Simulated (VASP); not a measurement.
A run of VASP 6.6.1 is set up as follows.

The input INCAR:

```
SYSTEM = WSe2
ALGO = Normal
EDIFF = 1E-6
ENCUT = 520
GGA = PS
ISIF = 2
ISMEAR = 0
LASPH = .TRUE.
LCHARG = .TRUE.
LELF = .TRUE.
LREAL = .FALSE.
LVHAR = .TRUE.
LWAVE = .FALSE.
NBANDS = 35
NELM = 100
PREC = Accurate
SIGMA = 0.05
```

File KPOINTS:

```
k-points
0
G
  12 12 2
  0 0 0
```

POSCAR

```
WSe2
1.0
    3.0253180124      0.0000000000      0.0000000000
   -1.5126590062      3.0448674836      0.0000000000
    0.0000000000      0.0000000000     23.9834862109
W Se
2 4
Direct
    0.6666666667      0.3333333333      0.1376486583
    0.3333333333      0.6666666667      0.8623513417
    0.3333333333      0.6666666667      0.2073654518
    0.6666666667      0.3333333333      0.9321646899
    0.3333333333      0.6666666667      0.0678353101
    0.6666666667      0.3333333333      0.7926345482
```

Potentials or basis: VASP PAW PBE potentials, release 64 (W_sv, Se).

Command:

```console
$ cat potpaw_PBE.64/W_sv/POTCAR potpaw_PBE.64/Se/POTCAR > POTCAR
$ mpirun -np 1 vasp_std > vasp.out
```

Task: Estimate the band gap on the k mesh.

Result: 1.05 eV (least direct gap 1.54 eV).

Task: What does it give for the largest force?

Result: 0.888 eV/Å.

Forces in eV/Å, atoms in the order of the input:
```
W    0.000 -0.888 -0.006
W    0.000  0.888  0.006
Se   0.000  0.448  0.119
Se   0.000 -0.446  0.113
Se   0.000  0.446 -0.113
Se   0.000 -0.448 -0.119
```

Caveat: the cell differs from its parent crystal (strain -0.0750 x Voigt [1, -1, 0, 0, 0, 0]); the PAW data sets were made with another functional, which shifts forces and pressure a little; spin-orbit coupling is left out, which moves the levels of the heavy elements.
